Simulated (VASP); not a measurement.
# In (Im-3m) in VASP: a series of runs

Aim: see how the results for In move with the level of theory and the settings. Levels: LDA, BLYP, r2SCAN. Tasks: single point.

All numbers are computed with VASP 6.6.1; they aren't measurements. Logs are shortened: lines on timing, memory, paths and dates and some standing lists are left out, and cuts for length are marked.

## Step 1: The cell of the first run

The structure is cubic, space group Im-3m (No. 229). The conventional cell has a = 3.765 Å, b = 3.765 Å, c = 3.765 Å, α = 90.00°, β = 90.00°, γ = 90.00°. In (site symmetry m-3m) has 14 In at 3.26 to 3.77 Å within 4.3 Å.

## Step 2: Single point, LDA

INCAR reads:

```
PREC = Accurate
ENCUT = 520
EDIFF = 1E-6
ISMEAR = 1
SIGMA = 0.2
LREAL = F
LASPH = T
NELM = 60
ALGO = Normal
ISIF = 2
LWAVE = F
LCHARG = T
GGA = CA
LELF = T
LVHAR = T
NBANDS = 12
```

KPOINTS reads:

```
regular mesh
0
Gamma
  9 9 9
```

POSCAR reads:

```
In
1.0
   -1.8825250000      1.8825250000      1.8825250000
    1.8825250000     -1.8825250000      1.8825250000
    1.8825250000      1.8825250000     -1.8825250000
In
1
Direct
    0.0000000000      0.0000000000      0.0000000000
```

Potentials or basis: VASP PAW LDA potentials, release 64 (In_d).

Started as:

```console
cat potpaw_LDA.64/In_d/POTCAR > POTCAR
mpirun -np 1 vasp_std > vasp.out
```

OUTCAR:

```text
PREC = Accurate
   ENCUT = 520
   EDIFF = 1E-6
   ISMEAR = 1
   LREAL = F
   LASPH = T
   NELM = 60
   ISIF = 2
   GGA = CA

 ion  position               nearest neighbor table
   1  0.000  0.000  0.000-

  LATTYP: Found a body centered cubic cell.
 ALAT       =     3.7650500000

  Lattice vectors:

 A1 = (  -1.8825250000,   1.8825250000,   1.8825250000)
 A2 = (   1.8825250000,  -1.8825250000,   1.8825250000)
 A3 = (   1.8825250000,   1.8825250000,  -1.8825250000)

Analysis of symmetry for initial positions (statically):
=====================================================================
 Subroutine PRICEL returns:
 Original cell was already a primitive cell.

 Routine SETGRP: Setting up the symmetry group for a
 body centered cubic supercell.

 Subroutine GETGRP returns: Found 48 space group operations
 (whereof 48 operations were pure point group operations)
 out of a pool of 48 trial point group operations.

The static configuration has the point symmetry O_h .

Analysis of symmetry for dynamics (positions and initial velocities):
=====================================================================
 Subroutine PRICEL returns:
 Original cell was already a primitive cell.

 Routine SETGRP: Setting up the symmetry group for a
 body centered cubic supercell.

 Subroutine GETGRP returns: Found 48 space group operations
 (whereof 48 operations were pure point group operations)
 out of a pool of 48 trial point group operations.

The dynamic configuration has the point symmetry O_h .

 Subroutine INISYM returns: Found 48 space group operations
 (whereof 48 operations are pure point group operations),
 and found     1 'primitive' translations

----------------------------------------------------------------------------------------

                                     Primitive cell

  volume of cell :      26.6859

  direct lattice vectors                    reciprocal lattice vectors
    -1.882525000  1.882525000  1.882525000     0.000000000  0.265600722  0.265600722
     1.882525000 -1.882525000  1.882525000     0.265600722  0.000000000  0.265600722
     1.882525000  1.882525000 -1.882525000     0.265600722  0.265600722  0.000000000

  length of vectors
     3.260628947  3.260628947  3.260628947     0.375616144  0.375616144  0.375616144

[... 81 lines left out ...]
   NSW    =      0    number of steps for IOM
   IBRION =     -1    ionic relax: 0-MD 1-quasi-New 2-CG
   NFREE  =      0    steps in history (QN), initial steepest desc. (CG)
   ISIF   =      2    stress and relaxation
   ISYM   =      2    0-nonsym 1-usesym 2-fastsym
   POTIM  = 0.5000    time-step for ionic-motion
   TEBEG  =    0.0;   TEEND  =   0.0 temperature during run
   PSTRESS=    0.0 pullay stress
   NELECT =      13.0000    total number of electrons
   NUPDOWN=      -1.0000    fix difference up-down
   EMIN   =  10.00;   EMAX   =-10.00  energy-range for DOS
   EFERMI =   0.00;   METHOD = LEGACY
   ISMEAR =     1;   SIGMA  =   0.20  broadening in eV -4-tet -1-fermi 0-gaus
   EFERMI_NEDOS =   21; number of points for ismear=-14 and -15
   IALGO  =     38    algorithm
   IMIX   =      4    mixing-type and parameters
     AMIX     =   0.40;   BMIX     =  1.00
     AMIX_MAG =   1.60;   BMIX_MAG =  1.00
  volume/ion in A,a.u.               =      26.69       180.09
  Fermi-wavevector in a.u.,A,eV,Ry     =   1.288136  2.434225 22.576086  1.659295
  Thomas-Fermi vector in A             =   2.420108
   LORBIT       =      0    0 simple, 1 ext, 2 COOP (PROOUT), +10 PAW based schemes
   GGA     = CA    functional components
   LHFCALC =     F    Hartree Fock is set to
   AEXX    =    0.0000 exact exchange contribution
   IVDW    =     0    specifies the selected vdW correction
   LEPSILON=     F    determine dielectric tensor
   LRPA    =     F    only Hartree local field effects (RPA)
 non-spin polarized calculation
 Methfessel and Paxton  Order N= 1 SIGMA  =   0.20
  energy-cutoff  :      520.00
  volume of cell :       26.69
 maximum number of plane-waves:       730
   NGX = 13   NGY = 13   NGZ = 13

 number of electron      13.0000005 magnetization

 Free energy of the ion-electron system (eV)
  ---------------------------------------------------
  ext. energy  EPLUGINS =         0.00000000
  ---------------------------------------------------
  free energy    TOTEN  =        -3.18372172 eV

  energy without entropy =       -3.17956968  energy(sigma->0) =       -3.18233771

 E-fermi :   7.0718     XC(G=0): -10.4329

 val. band max:        7.0223340818   @ k =   0.2222   0.2222   0.1111
 cond. band min:       7.0737467761   @ k =  -0.3333   0.4444   0.1111
 fundamental gap:      0.0514126943
 Fermi energy:         7.0717740389

 k-point     1 :       0.0000    0.0000    0.0000
  band No.  band energies     occupation
      1      -7.5701      2.00000
      2      -7.5701      2.00000
      3      -7.5701      2.00000
      4      -7.3006      2.00000
      5      -7.3006      2.00000
      6      -2.4266      2.00000
      7      17.7352      0.00000
      8      17.7352      0.00000
      9      17.7352      0.00000
     10      20.0334      0.00000
     11      20.0334      0.00000
     12      20.0334      0.00000
[... 331 lines left out ...]
 k-point    24 :      -0.4444   -0.4444    0.1111
  band No.  band energies     occupation
      1      -7.5830      2.00000
      2      -7.5323      2.00000
      3      -7.4018      2.00000
      4      -7.3241      2.00000
      5      -7.1638      2.00000
      6       3.6538      2.00000
      7       4.7873      2.00000
      8       9.4435     -0.00000
      9      14.0454      0.00000
     10      17.6799      0.00000
     11      19.7256      0.00000
     12      19.8489      0.00000

 [... further k-points ...]

------------------------ aborting loop because EDIFF is reached ----------------------------------------

  FORCE on cell =-STRESS in cart. coord.  units (eV):
  Direction    XX          YY          ZZ          XY          YZ          ZX
  --------------------------------------------------------------------------------------
  -------------------------------------------------------------------------------------
  Total       -0.4178110     -0.4178110     -0.4178110      0.0000000      0.0000000      0.0000000
  in kB      -25.0846580    -25.0846580    -25.0846580      0.0000000      0.0000000      0.0000000
  external PRESSURE =     -25.0846580 kB  Pullay stress =       0.0000000 kB

 VOLUME and BASIS-vectors are now :
 -----------------------------------------------------------------------------
  energy-cutoff  :      520.00
  volume of cell :       26.69
      direct lattice vectors                 reciprocal lattice vectors
    -1.882525000  1.882525000  1.882525000     0.000000000  0.265600722  0.265600722
     1.882525000 -1.882525000  1.882525000     0.265600722  0.000000000  0.265600722
     1.882525000  1.882525000 -1.882525000     0.265600722  0.265600722  0.000000000

 POSITION                                       TOTAL-FORCE (eV/Angst)
 -----------------------------------------------------------------------------------
      0.00000      0.00000      0.00000        -0.000000     -0.000000      0.000000
 -----------------------------------------------------------------------------------
    total drift:                                0.000000      0.000000      0.000000

  FREE ENERGIE OF THE ION-ELECTRON SYSTEM (eV)
  ---------------------------------------------------
  free  energy   TOTEN  =        -3.1837217249 eV

  energy  without entropy=       -3.1795696757  energy(sigma->0) =       -3.18233771
```

OSZICAR:

```text
N       E                     dE             d eps       ncg     rms          rms(c)
DAV:   1     0.776537428094E+02    0.77654E+02   -0.63500E+03   848   0.138E+03
DAV:   2     0.592342192718E+00   -0.77061E+02   -0.75340E+02   868   0.285E+02
DAV:   3    -0.312724868982E+01   -0.37196E+01   -0.37109E+01  1020   0.641E+01
DAV:   4    -0.321191957021E+01   -0.84671E-01   -0.84650E-01  1056   0.975E+00
DAV:   5    -0.321513220860E+01   -0.32126E-02   -0.32125E-02  1116   0.163E+00    0.228E+00
DAV:   6    -0.319004772752E+01    0.25084E-01   -0.36673E-02  1036   0.384E+00    0.111E+00
DAV:   7    -0.318432317874E+01    0.57245E-02   -0.10329E-02  1116   0.180E+00    0.236E-01
DAV:   8    -0.318372523149E+01    0.59795E-03   -0.67294E-04  1052   0.477E-01    0.180E-02
DAV:   9    -0.318372160930E+01    0.36222E-05   -0.11886E-05  1176   0.442E-02    0.163E-02
DAV:  10    -0.318372172486E+01   -0.11557E-06   -0.56614E-07   640   0.929E-03
   1 F= -.31837217E+01 E0= -.31823377E+01  d E =-.415205E-02
```

Run time: 5.1 s. Hardware: 1 thread of Intel Xeon Platinum 8559C (Emerald Rapids), shared host; peak memory 0.12 GiB.

Results:

```
Free energy : -3.1837 eV
Pressure    : -2.5 GPa
```

Caveat: spin-orbit coupling is left out, which moves the levels of the heavy elements.

## Step 3: Single point, BLYP

INCAR reads:

```
SYSTEM = In
  PREC = Accurate
  ENCUT = 520
  EDIFF = 1E-6
  ISMEAR = 1
  SIGMA = 0.2
  LREAL = .False.
  LASPH = .True.
  NELM = 80
  ALGO = Normal
  ISIF = 2
  LWAVE = .False.
  LCHARG = .False.
  GGA = B5
  ALDAX = 1.0
  AGGAX = 1.0
  AGGAC = 1.0
  ALDAC = 0.0
  NBANDS = 12
```

KPOINTS reads:

```
Automatic mesh
0
Gamma
  9 9 9
  0 0 0
```

POSCAR is that of step 2.

Potentials or basis: VASP PAW PBE potentials, release 64 (In_d).

Started as:

```console
cat potpaw_PBE.64/In_d/POTCAR > POTCAR
mpirun -np 1 vasp_std > vasp.out
```

Wall time 8.4 s (1 thread of Intel Xeon Platinum 8559C (Emerald Rapids), shared host); peak memory 0.14 GiB.

It converged, with:

```
Free energy : -1.7917 eV
Pressure    : 5.9 GPa
```

Levels at points of the mesh, in eV from the Fermi level:
```tsv
k point	band 2	band 3	band 4	band 5	band 6	band 7	band 8	band 9	band 10	band 11
(0.00, 0.00, 0.00)	-14.81	-14.81	-14.54	-14.54	-9.49	10.50	10.50	10.50	13.17	13.17
```

Caveat: the PAW data sets were made with another functional, which shifts forces and pressure a little; spin-orbit coupling is left out, which moves the levels of the heavy elements.

## Step 4: Single point, r2SCAN

POSCAR is that of step 3.

INCAR.step1 reads:

```
  ALGO = Normal
  EDIFF = 1E-4
  ENCUT = 520
  GGA = PE
  ISMEAR = 1
  LASPH = True
  LCHARG = False
  LREAL = False
  LWAVE = True
  NBANDS = 12
  NELM = 100
  PREC = Accurate
  SIGMA = 0.2
```

INCAR.step2 reads:

```
  ALGO = Normal
  EDIFF = 1E-6
  ENCUT = 520
  ISIF = 2
  ISMEAR = 1
  ISTART = 1
  LASPH = True
  LCHARG = True
  LELF = True
  LMIXTAU = True
  LREAL = False
  LVHAR = True
  LWAVE = False
  METAGGA = R2SCAN
  NBANDS = 12
  NELM = 100
  PREC = Accurate
  SIGMA = 0.2
```

KPOINTS reads:

```
k-points
0
Gamma
  9 9 9
```

Started as:

```console
cat potpaw_PBE.64/In_d/POTCAR > POTCAR
cp INCAR.step1 INCAR
mpirun -np 1 vasp_std > vasp.out
cp INCAR.step2 INCAR
mpirun -np 1 vasp_std > vasp.out
```

It took 19 s on 1 thread of Intel Xeon Platinum 8559C (Emerald Rapids), shared host; peak memory 0.14 GiB.

Results (log left out):

| Item | Value |
| --- | --- |
| Free energy | -22.5457 eV |
| Pressure | 0.3 GPa |

Levels at points of the mesh, in eV from the Fermi level:
```tsv
k point	band 3	band 4	band 5	band 6	band 7	band 8	band 9	band 10
(0.00, 0.00, 0.00)	-15.37	-15.09	-15.09	-10.00	11.40	11.40	11.40	13.60
```

Caveat: the PAW data sets were made with another functional, which shifts forces and pressure a little; spin-orbit coupling is left out, which moves the levels of the heavy elements.

## Step 5: Summary

| level | potentials or basis | gap on the mesh (eV) | pressure (GPa) |
| --- | --- | --- | --- |
| LDA | VASP PAW LDA potentials, release 64 (In_d) | none | -2.5 |
| BLYP | VASP PAW PBE potentials, release 64 (In_d) | none | 5.9 |
| r2SCAN | VASP PAW PBE potentials, release 64 (In_d) | none | 0.3 |

Alike in all rows: task single point; no spin polarisation; cell as given; k mesh 9 × 9 × 9; cutoff (eV) 520; smearing methfessel-paxton 0.2 eV.

Caveats: spin-orbit coupling is left out, which moves the levels of the heavy elements; the PAW data sets were made with another functional, which shifts forces and pressure a little (some runs).

Absolute energies hang on the potentials; compare differences alone.
